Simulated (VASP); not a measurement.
# AlP (F-43m) in VASP: G0W0 quasiparticle levels with PBE

Aim: the G0W0 quasiparticle levels of AlP with PBE.

Program: VASP 6.6.1. These are calculated values, not measurements. Logs are shortened: lines on timing, memory, paths and dates and some standing lists are left out, and cuts for length are marked.

### 1 The cell of the first run

It takes space group F-43m (No. 216, cubic). The conventional cell has a = 5.479 Å, b = 5.479 Å, c = 5.479 Å, α = 90.00°, β = 90.00°, γ = 90.00°. Within 3.1 Å of Al (site symmetry -43m) lie 4 P at 2.37 Å. P (site symmetry -43m) has 4 Al at 2.37 Å within 3.1 Å.

### 2 G0W0 quasiparticle levels, PBE

File POSCAR:

```
AlP
1.0
    0.0000000000      2.7392607939      2.7392607939
    2.7392607939      0.0000000000      2.7392607939
    2.7392607939      2.7392607939      0.0000000000
Al P
1 1
Direct
    0.0000000000      0.0000000000      0.0000000000
    0.2500000000      0.2500000000      0.2500000000
```

File INCAR.step1:

```
SYSTEM = AlP
PREC     = Accurate       ! precision mode
ENCUT    = 500            ! plane-wave cutoff, eV
EDIFF    = 1E-8           ! SCF threshold, eV
ISMEAR   = 0              ! smearing method
SIGMA    = 0.01           ! smearing width, eV
LREAL    = .FALSE.        ! projectors in reciprocal space
LASPH    = .TRUE.         ! aspherical terms in the spheres
NELM     = 100            ! most SCF steps
ALGO     = Normal         ! electronic algorithm
LWAVE    = .TRUE.         ! write WAVECAR
LCHARG   = .FALSE.        ! write CHGCAR
GGA      = PE             ! functional
```

File INCAR.step2:

```
SYSTEM = AlP
PREC     = Accurate       ! precision mode
ENCUT    = 500            ! plane-wave cutoff, eV
EDIFF    = 1E-8           ! SCF threshold, eV
ISMEAR   = 0              ! smearing method
SIGMA    = 0.01           ! smearing width, eV
LREAL    = .FALSE.        ! projectors in reciprocal space
LASPH    = .TRUE.         ! aspherical terms in the spheres
NELM     = 1              ! most SCF steps
ALGO     = Exact          ! electronic algorithm
LWAVE    = .TRUE.         ! write WAVECAR
LCHARG   = .FALSE.        ! write CHGCAR
GGA      = PE             ! functional
NBANDS   = 64             ! bands
LOPTICS  = .TRUE.         ! frequency-dependent dielectric function
ISTART   = 1
```

File INCAR.step3:

```
SYSTEM = AlP
PREC     = Accurate       ! precision mode
ENCUT    = 500            ! plane-wave cutoff, eV
EDIFF    = 1E-8           ! SCF threshold, eV
ISMEAR   = 0              ! smearing method
SIGMA    = 0.01           ! smearing width, eV
LREAL    = .FALSE.        ! projectors in reciprocal space
LASPH    = .TRUE.         ! aspherical terms in the spheres
ALGO     = EVGW0          ! electronic algorithm
LWAVE    = .FALSE.        ! write WAVECAR
LCHARG   = .FALSE.        ! write CHGCAR
GGA      = PE             ! functional
NELMGW   = 1            
NBANDS   = 64             ! bands
ENCUTGW  = 80.0           ! cutoff of the response function
NOMEGA   = 48             ! frequency points
PRECFOCK = Fast         
ISTART   = 1            
NBANDSGW = 12
```

File KPOINTS:

```
regular mesh
0
G
  4 4 4
  0 0 0
```

Potentials or basis: VASP PAW PBE potentials, release 64 (Al_GW, P_GW).

Started as:

```
$ cat potpaw_PBE.64/Al_GW/POTCAR potpaw_PBE.64/P_GW/POTCAR > POTCAR
$ cp INCAR.step1 INCAR
$ mpirun -np 1 vasp_std > vasp.out
$ cp INCAR.step2 INCAR
$ mpirun -np 1 vasp_std > vasp.out
$ cp INCAR.step3 INCAR
$ mpirun -np 1 vasp_std > vasp.out
```

OUTCAR:

```text
SYSTEM = AlP
   PREC = Accurate
   ENCUT = 500
   EDIFF = 1E-8
   ISMEAR = 0
   LREAL = .FALSE.
   LASPH = .TRUE.
   GGA = PE
   NELMGW = 1
   ENCUTGW = 80.0
   PRECFOCK = Fast
   ISTART = 1

 ion  position               nearest neighbor table
   1  0.000  0.000  0.000-   2 2.37   2 2.37   2 2.37   2 2.37
   2  0.250  0.250  0.250-   1 2.37   1 2.37   1 2.37   1 2.37

  LATTYP: Found a face centered cubic cell.
 ALAT       =     5.4785215878

  Lattice vectors:

 A1 = (   0.0000000000,   2.7392607939,   2.7392607939)
 A2 = (   2.7392607939,   0.0000000000,   2.7392607939)
 A3 = (   2.7392607939,   2.7392607939,   0.0000000000)

Analysis of symmetry for initial positions (statically):
=====================================================================
 Subroutine PRICEL returns:
 Original cell was already a primitive cell.

 Routine SETGRP: Setting up the symmetry group for a
 face centered cubic supercell.

 Subroutine GETGRP returns: Found 24 space group operations
 (whereof 24 operations were pure point group operations)
 out of a pool of 48 trial point group operations.

The static configuration has the point symmetry T_d .

Analysis of symmetry for dynamics (positions and initial velocities):
=====================================================================
 Subroutine PRICEL returns:
 Original cell was already a primitive cell.

 Routine SETGRP: Setting up the symmetry group for a
 face centered cubic supercell.

 Subroutine GETGRP returns: Found 24 space group operations
 (whereof 24 operations were pure point group operations)
 out of a pool of 48 trial point group operations.

The dynamic configuration has the point symmetry T_d .

 Subroutine INISYM returns: Found 24 space group operations
 (whereof 24 operations are pure point group operations),
 and found     1 'primitive' translations

----------------------------------------------------------------------------------------

                                     Primitive cell

  volume of cell :      41.1084

  direct lattice vectors                    reciprocal lattice vectors
     0.000000000  2.739260794  2.739260794    -0.182530996  0.182530996  0.182530996
     2.739260794  0.000000000  2.739260794     0.182530996 -0.182530996  0.182530996
     2.739260794  2.739260794  0.000000000     0.182530996  0.182530996 -0.182530996

  length of vectors
     3.873899766  3.873899766  3.873899766     0.316152958  0.316152958  0.316152958

  position of ions in fractional coordinates (direct lattice)
     0.000000000  0.000000000  0.000000000
     0.250000000  0.250000000  0.250000000

  ion indices of the primitive-cell ions
   primitive index   ion index
                 1           1
                 2           2

----------------------------------------------------------------------------------------

 KPOINTS: regular mesh

Automatic generation of k-mesh.
 Grid dimensions read from file:
 generate k-points for:    4    4    4

 Generating k-lattice:

  Cartesian coordinates                     Fractional coordinates (reciprocal lattice)
    -0.045632749  0.045632749  0.045632749     0.250000000  0.000000000  0.000000000
     0.045632749 -0.045632749  0.045632749     0.000000000  0.250000000  0.000000000
     0.045632749  0.045632749 -0.045632749     0.000000000  0.000000000  0.250000000

  Length of vectors
     0.079038240  0.079038240  0.079038240

  Shift w.r.t. Gamma in fractional coordinates (k-lattice)
     0.000000000  0.000000000  0.000000000

 Subroutine IBZKPT returns following result:
 ===========================================

 Found      8 irreducible k-points:

 Following reciprocal coordinates:
            Coordinates               Weight
  0.000000  0.000000  0.000000      1.000000
  0.250000  0.000000  0.000000      8.000000
  0.500000  0.000000  0.000000      4.000000
  0.250000  0.250000  0.000000      6.000000
  0.500000  0.250000  0.000000     24.000000
 -0.250000  0.250000  0.000000     12.000000
  0.500000  0.500000  0.000000      3.000000
 -0.250000  0.500000  0.250000      6.000000
   k-points           NKPTS =      8   k-points in BZ     NKDIM =     64   number of bands    NBANDS=     64
   number of dos      NEDOS =    301   number of ions     NIONS =      2
   total plane-waves  NPLWV =  21952
   dimension x,y,z NGX =    28 NGY =   28 NGZ =   28
   dimension x,y,z NGXF=    56 NGYF=   56 NGZF=   56
   ions per type =               1   1
   NGX,Y,Z   is equivalent  to a cutoff of  12.02, 12.02, 12.02 a.u.
   NGXF,Y,Z  is equivalent  to a cutoff of  24.03, 24.03, 24.03 a.u.
 SYSTEM =  AlP
   PREC   = accura    normal or accurate (medium, high low for compatibility)
   ISTART =      1    job   : 0-new  1-cont  2-samecut
   ICHARG =      0    charge: 1-file 2-atom 10-const
   ISPIN  =      1    spin polarized calculation?
   LNONCOLLINEAR =      F non collinear calculations
   LSORBIT =      F    spin-orbit coupling
   LASPH  =      T    aspherical Exc in radial PAW
   ENCUT  =  500.0 eV  36.75 Ry    6.06 a.u.   7.06  7.06  7.06*2*pi/ulx,y,z
   NELM   =     60;   NELMIN=  2; NELMDL=  0     # of ELM steps
   EDIFF  = 0.1E-07   stopping-criterion for ELM
   LREAL  =      F    real-space projection
   EDIFFG = 0.1E-06   stopping-criterion for IOM
   NSW    =      0    number of steps for IOM
   IBRION =     -1    ionic relax: 0-MD 1-quasi-New 2-CG
   NFREE  =      0    steps in history (QN), initial steepest desc. (CG)
   ISIF   =      0    stress and relaxation
   ISYM   =      3    0-nonsym 1-usesym 2-fastsym
   POTIM  = 0.5000    time-step for ionic-motion
   TEBEG  =    0.0;   TEEND  =   0.0 temperature during run
   PSTRESS=    0.0 pullay stress
   NELECT =       8.0000    total number of electrons
   NUPDOWN=      -1.0000    fix difference up-down
   EMIN   =  10.00;   EMAX   =-10.00  energy-range for DOS
   EFERMI =   0.00;   METHOD = LEGACY
   ISMEAR =     0;   SIGMA  =   0.01  broadening in eV -4-tet -1-fermi 0-gaus
   EFERMI_NEDOS =   21; number of points for ismear=-14 and -15
   IALGO  =     38    algorithm
   IMIX   =      4    mixing-type and parameters
     AMIX     =   0.40;   BMIX     =  1.00
     AMIX_MAG =   1.60;   BMIX_MAG =  1.00
  volume/ion in A,a.u.               =      20.55       138.71
  Fermi-wavevector in a.u.,A,eV,Ry     =   0.948698  1.792780 12.245630  0.900028
  Thomas-Fermi vector in A             =   2.076911
   LORBIT       =      0    0 simple, 1 ext, 2 COOP (PROOUT), +10 PAW based schemes
   GGA     = PE    functional components
   LHFCALC =     T    Hartree Fock is set to
   PRECFOCK=fast      Normal, Fast or Accurate (Low or Medium for compatibility)
   ENCUT4O =  -1.0   cutoff for four orbital integrals eV
   NKREDX  =     1    reduce k-point grid by
   NKREDY  =     1    reduce k-point grid by
   NKREDZ  =     1    reduce k-point grid by
   AEXX    =    1.0000 exact exchange contribution
   HFSCREEN=    0.0000 screening length (either q_TF or 0.3 A-1)
   HFSCREENC=   0.0000 screening length for correlation (either q_TF or 0.3 A-1)
   ENCUTFOCK=  -1.0 apply spherical cutoff to Coloumb kernel
   IVDW    =     0    specifies the selected vdW correction
   LEPSILON=     F    determine dielectric tensor
   LRPA    =     F    only Hartree local field effects (RPA)
   LRPAFORCE           =     F    calculate RPA forces
   ENCUTGW             =  80.0    cutoff for response function in eV
   ENCUTGWSOFT         =  64.0    soft cutoff for Coulomb kernel in GW response function in eV
   ENCUTLF             =  -1.0    cutoff for local field effects
   NELMGW              =     1    number of iterations in solving QP/BSE equation
   NELMHF              =     1    number of iterations in the inner HF iteration
   NKREDLFX            =     1    NKREDLFY  =   1   NKREDLFZ  =   1
 non-spin polarized calculation
 Gauss-broadening in eV      SIGMA  =   0.01
  energy-cutoff  :      500.00
  volume of cell :       41.11
 maximum number of plane-waves:      1056
  NGX = 16; NGY = 16; NGZ = 16
   NGX = 15   NGY = 15   NGZ = 15
 maximum number of plane-waves:        70
 NGX is ok and might be reduce to    14

 QP shifts <psi_nk| G(iteration)W_0 |psi_nk>: iteration 1
 for sc-GW calculations column KS-energies equals QP-energies in previous step
 and V_xc(KS)=  KS-energies - (<T + V_ion + V_H > + <T+V_H+V_ion>^1  + <V_x>^1)

 k-point   1 :       0.0000    0.0000    0.0000
  band No.  KS-energies  QP-energies   sigma(KS)   V_xc(KS)     V^pw_x(r,r')   Z            occupation Imag(sigma)

      1      -7.6372      -8.0681     -11.7055     -11.0602     -18.3774       0.6679       2.0000       1.2872
      2       3.8176       3.4215     -12.4612     -11.9416     -14.1310       0.7621       2.0000       0.0666
      3       3.8176       3.4215     -12.4612     -11.9416     -14.1310       0.7621       2.0000       0.0666
      4       3.8176       3.4215     -12.4612     -11.9416     -14.1310       0.7621       2.0000       0.0666
      5       7.0245       7.4963      -9.5128     -10.1258      -5.4788       0.7698       0.0000      -0.0935
      6       8.3374       8.8083      -8.9988      -9.6196      -4.8139       0.7586       0.0000      -0.0995
      7       8.3374       8.8083      -8.9988      -9.6196      -4.8139       0.7586       0.0000      -0.0995
      8       8.3374       8.8083      -8.9988      -9.6196      -4.8139       0.7586       0.0000      -0.0995
      9      12.5969      13.1580      -9.1426      -9.8946      -4.1349       0.7462       0.0000      -0.2071
     10      12.5969      13.1580      -9.1426      -9.8946      -4.1349       0.7462       0.0000      -0.2071
     11      14.0218      14.0917      -7.6383      -7.7313      -2.2584       0.7516       0.0000      -0.3589
     12      16.0188      16.1029      -7.8734      -7.9850      -2.0791       0.7532       0.0000      -0.6095

 k-point   2 :       0.2500    0.0000    0.0000
  band No.  KS-energies  QP-energies   sigma(KS)   V_xc(KS)     V^pw_x(r,r')   Z            occupation Imag(sigma)
[... 97 lines left out ...]
      1      -5.2716      -5.5389     -12.5627     -12.1773     -18.5356       0.6936       2.0000       0.8748
      2      -1.0944      -1.6511     -11.2208     -10.4299     -14.5903       0.7040       2.0000       0.2207
      3       0.6733       0.0704     -11.1878     -10.3637     -13.6706       0.7315       2.0000       0.1223
      4       1.0235       0.4523     -11.0312     -10.2583     -13.2708       0.7390       2.0000       0.1061
      5       8.1268       8.4148      -9.0580      -9.4347      -5.0660       0.7647       0.0000      -0.0984
      6       9.6918      10.2879      -9.7938     -10.5930      -5.2188       0.7460       0.0000      -0.1379
      7       9.9365      10.3017      -8.8293      -9.3113      -4.4500       0.7575       0.0000      -0.1259
      8      10.1374      10.5168      -8.7213      -9.2286      -3.8787       0.7480       0.0000      -0.1658
      9      15.0033      15.3721      -9.4771      -9.9856      -3.3696       0.7254       0.0000      -0.5208
     10      15.6447      16.3477     -10.1699     -11.1264      -4.2830       0.7350       0.0000      -0.5116
     11      17.0399      17.3847      -9.2984      -9.7609      -3.1705       0.7454       0.0000      -0.6986
     12      17.8906      18.5172      -9.8443     -10.6976      -3.6356       0.7343       0.0000      -0.7248
```

Wall time 41 s (1 thread of AMD EPYC 9R45 (Zen 5), shared host); peak memory 0.35 GiB.

What came out:

- Band gap on the k mesh, mean-field level: 1.58 eV, indirect (least direct gap 3.21 eV)
- Quasiparticle gap: 2.14 eV
- Least direct quasiparticle gap: 4.07 eV

Levels at points of the mesh, in eV from the valence-band top:
```
           k point  band 1  band 2  band 3  band 4  band 5  band 6  band 7  band 8
(0.00, 0.00, 0.00)  -11.45    0.00    0.00    0.00    3.21    4.52    4.52    4.52
(0.50, 0.00, 0.00)   -9.79   -5.50   -0.76   -0.76    2.76    4.79    4.79    8.23
(0.50, 0.50, 0.00)   -9.14   -5.29   -2.09   -2.09    1.58    2.45   10.96   10.96
```

Caveat: the k points lie up to 0.50 Å⁻¹ apart; bands, screening cutoff and mesh are small and nothing is extrapolated, so the quasiparticle values aren't converged. A k mesh can miss the band edges.
